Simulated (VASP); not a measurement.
# Al (Fm-3m) in VASP: notebook, part 2 of 3

VASP 6.6.1.

### 3 Single point, r2SCAN

This run uses another cell than the first one, of 16.47 Å³/atom, 1.035 times its volume.

POSCAR reads:

```
Al
1.0
    0.0000000000      2.0194648466      2.0194648466
    2.0194648466      0.0000000000      2.0194648466
    2.0194648466      2.0194648466      0.0000000000
Al
1
Direct
    0.0000000000      0.0000000000      0.0000000000
```

INCAR.step1 reads:

```
SYSTEM = Al
ALGO = Normal
EDIFF = 1E-4
ENCUT = 520
GGA = PE
ISMEAR = 0
LASPH = .True.
LCHARG = .False.
LREAL = .False.
LWAVE = .True.
NBANDS = 8
NELM = 100
PREC = Accurate
SIGMA = 0.1
```

INCAR.step2 reads:

```
SYSTEM = Al
ALGO = Normal
EDIFF = 1E-6
ENCUT = 520
ISIF = 2
ISMEAR = 0
ISTART = 1
LASPH = .True.
LCHARG = .False.
LMIXTAU = .True.
LREAL = .False.
LWAVE = .False.
METAGGA = R2SCAN
NBANDS = 8
NELM = 100
PREC = Accurate
SIGMA = 0.1
```

KPOINTS reads:

```
k-points
0
Gamma
  8 8 8
  0 0 0
```

Potentials or basis: VASP PAW PBE potentials, release 64 (Al).

The run is started by

```console
cat potpaw_PBE.64/Al/POTCAR > POTCAR
cp INCAR.step1 INCAR
mpirun -np 1 vasp_std > vasp.out
cp INCAR.step2 INCAR
mpirun -np 1 vasp_std > vasp.out
```

OUTCAR:

```text
SYSTEM = Al
   EDIFF = 1E-6
   ENCUT = 520
   ISIF = 2
   ISMEAR = 0
   ISTART = 1
   LASPH = .True.
   LREAL = .False.
   METAGGA = R2SCAN
   NELM = 100
   PREC = Accurate

 ion  position               nearest neighbor table
   1  0.000  0.000  0.000-

  LATTYP: Found a face centered cubic cell.
 ALAT       =     4.0389296932

  Lattice vectors:

 A1 = (   0.0000000000,   2.0194648466,   2.0194648466)
 A2 = (   2.0194648466,   0.0000000000,   2.0194648466)
 A3 = (   2.0194648466,   2.0194648466,   0.0000000000)

[... 435 lines left out ...]
      1       4.1521      2.00000
      2       4.6432      2.00000
      3      13.2519      0.00000
      4      14.0083      0.00000
      5      22.2761      0.00000
      6      22.6451      0.00000
      7      29.7462      0.00000
      8      29.9972      0.00000

 [... further k-points ...]
[... 5 lines left out ...]
  --------------------------------------------------------------------------------------
  -------------------------------------------------------------------------------------
  Total       -0.3003727     -0.3003727     -0.3003727     -0.0000000     -0.0000000     -0.0000000
  in kB      -29.2167640    -29.2167640    -29.2167640     -0.0000000     -0.0000000     -0.0000000
  external PRESSURE =     -29.2167640 kB  Pullay stress =       0.0000000 kB

 VOLUME and BASIS-vectors are now :
 -----------------------------------------------------------------------------
  energy-cutoff  :      520.00
  volume of cell :       16.47
      direct lattice vectors                 reciprocal lattice vectors
     0.000000000  2.019464847  2.019464847    -0.247590346  0.247590346  0.247590346
     2.019464847  0.000000000  2.019464847     0.247590346 -0.247590346  0.247590346
     2.019464847  2.019464847  0.000000000     0.247590346  0.247590346 -0.247590346

 POSITION                                       TOTAL-FORCE (eV/Angst)
 -----------------------------------------------------------------------------------
      0.00000      0.00000      0.00000        -0.000000      0.000000      0.000000
 -----------------------------------------------------------------------------------
    total drift:                                0.000000     -0.000000      0.000000

  FREE ENERGIE OF THE ION-ELECTRON SYSTEM (eV)
  ---------------------------------------------------
  free  energy   TOTEN  =        -6.7254715537 eV

  energy  without entropy=       -6.7228342207  energy(sigma->0) =       -6.72415289
```

OUTCAR.step1:

```text
SYSTEM = Al
   EDIFF = 1E-4
   ENCUT = 520
   GGA = PE
   ISMEAR = 0
   LASPH = .True.
[... 482 lines left out ...]
 -----------------------------------------------------------------------------------
      0.00000      0.00000      0.00000         0.000000      0.000000      0.000000
 -----------------------------------------------------------------------------------
    total drift:                               -0.000000     -0.000000     -0.000000

  FREE ENERGIE OF THE ION-ELECTRON SYSTEM (eV)
  ---------------------------------------------------
  free  energy   TOTEN  =        -3.7415577199 eV

  energy  without entropy=       -3.7384292367  energy(sigma->0) =       -3.73999348
```

OSZICAR.step1:

```text
N       E                     dE             d eps       ncg     rms          rms(c)
DAV:   1    -0.264723711518E+01   -0.26472E+01   -0.93081E+02   464   0.206E+02
DAV:   2    -0.375941437684E+01   -0.11122E+01   -0.10668E+01   680   0.174E+01
DAV:   3    -0.376355421412E+01   -0.41398E-02   -0.41395E-02   600   0.118E+00
DAV:   4    -0.376355878104E+01   -0.45669E-05   -0.45673E-05   728   0.375E-02
DAV:   5    -0.376355878992E+01   -0.88766E-08   -0.93681E-08   592   0.825E-04    0.131E+00
DAV:   6    -0.375088986220E+01    0.12669E-01   -0.15363E-03   632   0.190E-01    0.764E-01
DAV:   7    -0.374156170300E+01    0.93282E-02   -0.46677E-03   576   0.310E-01    0.148E-01
DAV:   8    -0.374155771992E+01    0.39831E-05   -0.13158E-05   600   0.262E-02
   1 F= -.37415577E+01 E0= -.37399935E+01  d E =-.312848E-02
```

It took 8.5 s on 1 thread of Intel Xeon 6975P-C, shared host; peak memory 0.13 GiB.

Results:

| Item | Value |
| --- | --- |
| Free energy | -6.7255 eV |
| Pressure | -2.9 GPa |

Caveat: the PAW data sets were made with another functional, which shifts forces and pressure a little.

### 4 Single point, r2SCAN

POSCAR reads:

```
Al
1.0
    0.0000000000      1.9963396846      1.9963396846
    1.9963396846      0.0000000000      1.9963396846
    1.9963396846      1.9963396846      0.0000000000
Al
1
Direct
    0.0000000000      0.0000000000      0.0000000000
```

INCAR.step1 reads:

```
PREC = Accurate
ENCUT = 520
ISMEAR = 0
SIGMA = 0.1
LREAL = F
LASPH = T
NELM = 100
NBANDS = 8
GGA = PE
ALGO = Normal
EDIFF = 1E-4
LWAVE = T
LCHARG = F
```

INCAR.step2 reads:

```
PREC = Accurate
ENCUT = 520
EDIFF = 1E-7
ISMEAR = 0
SIGMA = 0.1
LREAL = F
LASPH = T
NELM = 100
ALGO = Normal
ISIF = 2
LWAVE = F
LCHARG = F
METAGGA = R2SCAN
LMIXTAU = T
NBANDS = 8
ISTART = 1
```

KPOINTS reads:

```
Automatic mesh
0
Gamma
  18 18 18
```

Potentials or basis: VASP PAW PBE potentials, release 64 (Al).

The run is started by

```console
cat potpaw_PBE.64/Al/POTCAR > POTCAR
cp INCAR.step1 INCAR
mpirun -np 1 vasp_std > vasp.out
cp INCAR.step2 INCAR
mpirun -np 1 vasp_std > vasp.out
```

OUTCAR:

```text
PREC = Accurate
   ENCUT = 520
   EDIFF = 1E-7
   ISMEAR = 0
   LREAL = F
   LASPH = T
   NELM = 100
   ISIF = 2
   METAGGA = R2SCAN
   ISTART = 1

 ion  position               nearest neighbor table
   1  0.000  0.000  0.000-

  LATTYP: Found a face centered cubic cell.
 ALAT       =     3.9926793692

  Lattice vectors:

 A1 = (   0.0000000000,   1.9963396846,   1.9963396846)
 A2 = (   1.9963396846,   0.0000000000,   1.9963396846)
 A3 = (   1.9963396846,   1.9963396846,   0.0000000000)

Analysis of symmetry for initial positions (statically):
[... 5 lines left out ...]
 face centered cubic supercell.

 Subroutine GETGRP returns: Found 48 space group operations
 (whereof 48 operations were pure point group operations)
 out of a pool of 48 trial point group operations.

The static configuration has the point symmetry O_h .

Analysis of symmetry for dynamics (positions and initial velocities):
[... 5 lines left out ...]
 face centered cubic supercell.

 Subroutine GETGRP returns: Found 48 space group operations
 (whereof 48 operations were pure point group operations)
 out of a pool of 48 trial point group operations.

The dynamic configuration has the point symmetry O_h .

 Subroutine INISYM returns: Found 48 space group operations
 (whereof 48 operations are pure point group operations),
 and found     1 'primitive' translations

----------------------------------------------------------------------------------------

                                     Primitive cell

  volume of cell :      15.9123

  direct lattice vectors                    reciprocal lattice vectors
     0.000000000  1.996339685  1.996339685    -0.250458378  0.250458378  0.250458378
     1.996339685  0.000000000  1.996339685     0.250458378 -0.250458378  0.250458378
     1.996339685  1.996339685  0.000000000     0.250458378  0.250458378 -0.250458378

  length of vectors
     2.823250657  2.823250657  2.823250657     0.433806636  0.433806636  0.433806636

  position of ions in fractional coordinates (direct lattice)
     0.000000000  0.000000000  0.000000000

  ion indices of the primitive-cell ions
   primitive index   ion index
                 1           1

----------------------------------------------------------------------------------------

 KPOINTS: Automatic mesh

Automatic generation of k-mesh.
 Grid dimensions read from file:
 generate k-points for:   18   18   18

 Generating k-lattice:

  Cartesian coordinates                     Fractional coordinates (reciprocal lattice)
    -0.013914354  0.013914354  0.013914354     0.055555556  0.000000000  0.000000000
     0.013914354 -0.013914354  0.013914354     0.000000000  0.055555556  0.000000000
     0.013914354  0.013914354 -0.013914354     0.000000000  0.000000000  0.055555556

  Length of vectors
     0.024100369  0.024100369  0.024100369

  Shift w.r.t. Gamma in fractional coordinates (k-lattice)
     0.000000000  0.000000000  0.000000000

 Subroutine IBZKPT returns following result:
 ===========================================

 Found    195 irreducible k-points:

 Following reciprocal coordinates:
            Coordinates               Weight
  0.000000  0.000000  0.000000      1.000000
  0.055556  0.000000  0.000000      8.000000
  0.111111  0.000000  0.000000      8.000000
  0.166667  0.000000  0.000000      8.000000
  0.222222  0.000000  0.000000      8.000000
  0.277778  0.000000  0.000000      8.000000
[... 16 lines left out ...]
 -0.277778  0.055556  0.000000     24.000000
 -0.222222  0.055556  0.000000     24.000000
 [... further k-points ...]
   k-points           NKPTS =    195   k-points in BZ     NKDIM =    195   number of bands    NBANDS=      8
   number of dos      NEDOS =    301   number of ions     NIONS =      1
   total plane-waves  NPLWV =  13824
   dimension x,y,z NGX =    24 NGY =   24 NGZ =   24
   dimension x,y,z NGXF=    48 NGYF=   48 NGZF=   48
   ions per type =               1
   NGX,Y,Z   is equivalent  to a cutoff of  14.13, 14.13, 14.13 a.u.
   NGXF,Y,Z  is equivalent  to a cutoff of  28.26, 28.26, 28.26 a.u.
 SYSTEM =  unknown system
   PREC   = accura    normal or accurate (medium, high low for compatibility)
   ISTART =      1    job   : 0-new  1-cont  2-samecut
   ICHARG =      0    charge: 1-file 2-atom 10-const
   ISPIN  =      1    spin polarized calculation?
   LNONCOLLINEAR =      F non collinear calculations
   LSORBIT =      F    spin-orbit coupling
   LASPH  =      T    aspherical Exc in radial PAW
   ENCUT  =  520.0 eV  38.22 Ry    6.18 a.u.   5.25  5.25  5.25*2*pi/ulx,y,z
   NELM   =    100;   NELMIN=  2; NELMDL=  0     # of ELM steps
   EDIFF  = 0.1E-06   stopping-criterion for ELM
   LREAL  =      F    real-space projection
   EDIFFG = 0.1E-05   stopping-criterion for IOM
   NSW    =      0    number of steps for IOM
   IBRION =     -1    ionic relax: 0-MD 1-quasi-New 2-CG
   NFREE  =      0    steps in history (QN), initial steepest desc. (CG)
   ISIF   =      2    stress and relaxation
   ISYM   =      2    0-nonsym 1-usesym 2-fastsym
   POTIM  = 0.5000    time-step for ionic-motion
   TEBEG  =    0.0;   TEEND  =   0.0 temperature during run
   PSTRESS=    0.0 pullay stress
   NELECT =       3.0000    total number of electrons
   NUPDOWN=      -1.0000    fix difference up-down
   EMIN   =  10.00;   EMAX   =-10.00  energy-range for DOS
   EFERMI =   0.00;   METHOD = LEGACY
   ISMEAR =     0;   SIGMA  =   0.10  broadening in eV -4-tet -1-fermi 0-gaus
   EFERMI_NEDOS =   21; number of points for ismear=-14 and -15
   IALGO  =     38    algorithm
   IMIX   =      4    mixing-type and parameters
     AMIX     =   0.40;   BMIX     =  1.00
     AMIX_MAG =   1.60;   BMIX_MAG =  1.00
  volume/ion in A,a.u.               =      15.91       107.38
  Fermi-wavevector in a.u.,A,eV,Ry     =   0.938723  1.773929 11.989467  0.881201
  Thomas-Fermi vector in A             =   2.065963
   LORBIT       =      0    0 simple, 1 ext, 2 COOP (PROOUT), +10 PAW based schemes
   METAGGA = R2SCAN    functional components
   LHFCALC =     F    Hartree Fock is set to
   AEXX    =    0.0000 exact exchange contribution
   IVDW    =     0    specifies the selected vdW correction
   LEPSILON=     F    determine dielectric tensor
   LRPA    =     F    only Hartree local field effects (RPA)
 non-spin polarized calculation
 Gauss-broadening in eV      SIGMA  =   0.10
  energy-cutoff  :      520.00
  volume of cell :       15.91
 maximum number of plane-waves:       444
 NGX is ok and might be reduce to    24
   NGX = 11   NGY = 11   NGZ = 11

 number of electron       3.0000000 magnetization

 Free energy of the ion-electron system (eV)
  ---------------------------------------------------
  ext. energy  EPLUGINS =         0.00000000
  ---------------------------------------------------
  free energy    TOTEN  =        -6.73695506 eV

  energy without entropy =       -6.73440856  energy(sigma->0) =       -6.73568181

 E-fermi :   8.4029     XC(G=0): -11.0413

 val. band max:        8.3879904008   @ k =  -0.3333   0.4444   0.1111
 cond. band min:       8.4378606234   @ k =  -0.3333   0.3889   0.0556
 fundamental gap:      0.0498702226
 Fermi energy:         8.4029398999

 k-point     1 :       0.0000    0.0000    0.0000
  band No.  band energies     occupation
      1      -3.6977      2.00000
      2      21.9283      0.00000
      3      21.9283      0.00000
      4      21.9283      0.00000
      5      24.1269      0.00000
      6      24.1269      0.00000
      7      24.1269      0.00000
      8      26.0266      0.00000

 k-point     2 :       0.0556    0.0000    0.0000
  band No.  band energies     occupation
      1      -3.6064      2.00000
      2      20.3974      0.00000
      3      21.6719      0.00000
      4      21.6719      0.00000
      5      24.5295      0.00000
      6      24.5295      0.00000
      7      24.5814      0.00000
      8      27.0366      0.00000

 k-point     3 :       0.1111    0.0000    0.0000
  band No.  band energies     occupation
      1      -3.3328      2.00000
      2      18.0160      0.00000
      3      21.1926      0.00000
      4      21.1926      0.00000
      5      24.5555      0.00000
      6      25.4259      0.00000
      7      25.4259      0.00000
      8      27.7571      0.00000
[... 210 lines left out ...]
 k-point    23 :      -0.2778    0.0556    0.0000
  band No.  band energies     occupation
      1      -1.0440      2.00000
      2      10.3930      0.00000
      3      18.3632      0.00000
      4      21.4725      0.00000
      5      22.4678      0.00000
      6      24.0130      0.00000
      7      24.7327      0.00000
      8      28.7400      0.00000

 k-point    24 :      -0.2222    0.0556    0.0000
  band No.  band energies     occupation
      1      -1.9129      2.00000
      2      12.5664      0.00000
      3      18.5389      0.00000
      4      21.6134      0.00000
      5      23.5465      0.00000
      6      24.6800      0.00000
      7      25.2028      0.00000
      8      27.5477      0.00000

 [... further k-points ...]
[... 5 lines left out ...]
  --------------------------------------------------------------------------------------
  -------------------------------------------------------------------------------------
  Total       -0.0371333     -0.0371333     -0.0371333      0.0000000      0.0000000      0.0000000
  in kB       -3.7388721     -3.7388721     -3.7388721      0.0000000      0.0000000      0.0000000
  external PRESSURE =      -3.7388721 kB  Pullay stress =       0.0000000 kB

 VOLUME and BASIS-vectors are now :
 -----------------------------------------------------------------------------
  energy-cutoff  :      520.00
  volume of cell :       15.91
      direct lattice vectors                 reciprocal lattice vectors
     0.000000000  1.996339685  1.996339685    -0.250458378  0.250458378  0.250458378
     1.996339685  0.000000000  1.996339685     0.250458378 -0.250458378  0.250458378
     1.996339685  1.996339685  0.000000000     0.250458378  0.250458378 -0.250458378

 POSITION                                       TOTAL-FORCE (eV/Angst)
 -----------------------------------------------------------------------------------
      0.00000      0.00000      0.00000         0.000000     -0.000000     -0.000000
 -----------------------------------------------------------------------------------
    total drift:                                0.000000     -0.000000     -0.000000

  FREE ENERGIE OF THE ION-ELECTRON SYSTEM (eV)
  ---------------------------------------------------
  free  energy   TOTEN  =        -6.7369550634 eV

  energy  without entropy=       -6.7344085607  energy(sigma->0) =       -6.73568181
```

OUTCAR.step1:

```text
PREC = Accurate
   ENCUT = 520
   ISMEAR = 0
   LREAL = F
   LASPH = T
[... 480 lines left out ...]

 POSITION                                       TOTAL-FORCE (eV/Angst)
 -----------------------------------------------------------------------------------
      0.00000      0.00000      0.00000         0.000000     -0.000000     -0.000000
 -----------------------------------------------------------------------------------
    total drift:                               -0.000000      0.000000      0.000000

  FREE ENERGIE OF THE ION-ELECTRON SYSTEM (eV)
  ---------------------------------------------------
  free  energy   TOTEN  =        -3.7393120087 eV

  energy  without entropy=       -3.7363403287  energy(sigma->0) =       -3.73782617
```

Run time: 44 s. Hardware: 1 thread of Intel Xeon 6975P-C, shared host; peak memory 0.15 GiB.

What came out:

| Quantity | Value |
| --- | --- |
| Free energy | -6.7370 eV |
| Pressure | -0.4 GPa |

Caveat: the PAW data sets were made with another functional, which shifts forces and pressure a little.

[end of part 2 of 3]
